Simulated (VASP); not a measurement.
The system is BaTiO3.

```xyz
5
Lattice="3.9998 0.0000 0.0000 0.0000 3.9998 0.0000 0.0000 0.0000 4.0180" Properties=species:S:1:pos:R:3 pbc="T T T"
Ba    0.0000    0.0000    0.0000
Ti    1.9999    1.9999    1.9688
O     0.0000    1.9999    2.0773
O     1.9999    0.0000    2.0773
O     1.9999    1.9999    0.0763
```

Base run:

* Program: VASP 6.6.1
* Functional: revPBE
* Potentials or basis: VASP PAW PBE potentials, release 64 (Ba_sv, Ti_sv, O)
* Cutoff: 520 eV
* k mesh: 7 × 7 × 7
* Occupations: fermi-dirac, width 0.05 eV
* Spin: no spin polarisation

Its results: band gap on the k mesh 1.89 eV (least direct gap 2.09 eV); pressure 7.3 GPa; largest force 0.271 eV/Å.

Q: The run is repeated on the same cell with these changes: functional from revPBE to b88 exchange, pbe correlation; cutoff from 520 eV to 600 eV. What comes out?

A: Band gap on the k mesh 1.87 eV (least direct gap 2.06 eV); pressure 3.6 GPa; largest force 0.288 eV/Å.

Caveats: the cell stands under pressure; the PAW data sets were made with another functional, which shifts forces and pressure a little; spin-orbit coupling is left out, which moves the levels of the heavy elements.

A k mesh can miss the band edges.
